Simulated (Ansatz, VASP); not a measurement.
One calculation of Rh, two programs

```
CELL_PARAMETERS angstrom
2.93580 0.00000 0.00000
-1.46790 2.36510 0.00000
0.00000 0.00000 4.42849
ATOMIC_POSITIONS crystal
Rh 0.66667 0.33333 0.75000
Rh 0.33333 0.66667 0.25000
```

Change from the starting cell: strain +0.0750 x Voigt [1, 0, 0, 0, 0, 0], atoms carried along.

Alike in both runs: task single point; functional PBEsol; k mesh 18 × 18 × 12; occupations gaussian, width 0.15 eV; no spin polarisation.

|  | VASP | Ansatz |
| --- | --- | --- |
| version | VASP 6.6.1 | Ansatz 0.2.0 |
| potentials or method | VASP PAW PBE potentials, release 64 (Rh_pv), cutoff 520 eV | scalar-relativistic, plane waves, PAW |
| valence electrons in the cell | 30 | 34 |

```tsv
	VASP	Ansatz	Ansatz less VASP
gap on the k mesh at the Fermi level (eV)	none	none	-
pressure (GPa)	-25.7	-25.6	+0.10
traceless stress, the component that is largest in VASP (GPa)	-6.03	-6.02	+0.018
rms of the force components (eV/Å)	0.062	0.062	-0.0001
```

VASP's potentials were made for PBE, not for PBEsol. Atom by atom the forces differ by 0.000 eV/Å (rms over components). A gap of «none» marks a metal or a gap that the smearing closes. VASP's potentials hold 30 valence electrons a cell and Ansatz's 34, so a difference there can come from the potentials and not from the codes.
